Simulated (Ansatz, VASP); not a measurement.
## One calculation of Ir, two programs

Contents of INCAR:

```
PREC = Accurate ; ENCUT = 560
EDIFF = 1E-7 ; ISMEAR = -1
SIGMA = 0.1 ; LREAL = False
LASPH = True ; NELM = 120
ALGO = Normal ; ISIF = 3
LWAVE = False ; LCHARG = False
GGA = B5 ; ALDAX = 1.0
AGGAX = 1.0 ; AGGAC = 1.0
ALDAC = 0.0 ; IBRION = 2
NSW = 80 ; EDIFFG = -0.01
GGA_COMPAT = False ; NELMIN = 4
```

File KPOINTS:

```
Automatic mesh
0
Gamma
  13 13 13
```

Contents of POSCAR:

```
Ir
1.0
    2.4815209647      0.0000000000      0.0000000000
    0.0000000000      2.4815209647      0.0000000000
    0.0000000000      0.0000000000      2.4815209647
Ir
1
Direct
    0.0000000000      0.0000000000      0.0000000000
```

Input for Ansatz:

```yaml
crystal:
  lattice:
    - [2.4815209647, 0.0, 0.0]
    - [0.0, 2.4815209647, 0.0]
    - [0.0, 0.0, 2.4815209647]
  atoms:
    - { symbol: Ir, position: [0.0, 0.0, 0.0] }
hamiltonian:
  xc: blyp
  pseudopotentials:
    kind: paw
    azcp:
      Ir: "pseudopotentials/Ir.paw.azcp"
basis:
  ecutwfc: 420
  fft_grid_basis: typed
kpoints:
  mp_grid: { grid: [13, 13, 13], shift: [0, 0, 0] }
magnetization:
  spin_polarized: false
scf:
  occupations: { method: fermi_dirac, width: 0.1 }
relax:
  max_steps: 60
  f_tol: 0.01
  cell: {}
```

Alike in both runs: task relaxation of cell and atoms; functional BLYP; k mesh 13 × 13 × 13; occupations fermi-dirac, width 0.1 eV; no spin polarisation.

```csv
,VASP,Ansatz
version,VASP 6.6.1,Ansatz 0.2.0
potentials or method,"VASP PAW PBE potentials, release 64 (Ir_sv_GW), cutoff 560 eV","plane waves (420 eV) with PAW, scalar-relativistic"
valence electrons in the cell,17,17
```

|  | VASP | Ansatz | Ansatz less VASP |
| --- | --- | --- | --- |
| relaxed volume (Å³/atom) | 17.82 | 17.93 | +0.110 |
| relaxed length of the cell vector where the two differ most in proportion (Å) | 2.612 | 2.617 | +0.0054 |

VASP's potentials were made for PBE, not for BLYP.

Neither program's run includes spin-orbit coupling. Noted on VASP's run: the volume moved by over 15 % at a fixed basis, so the end points are rough.
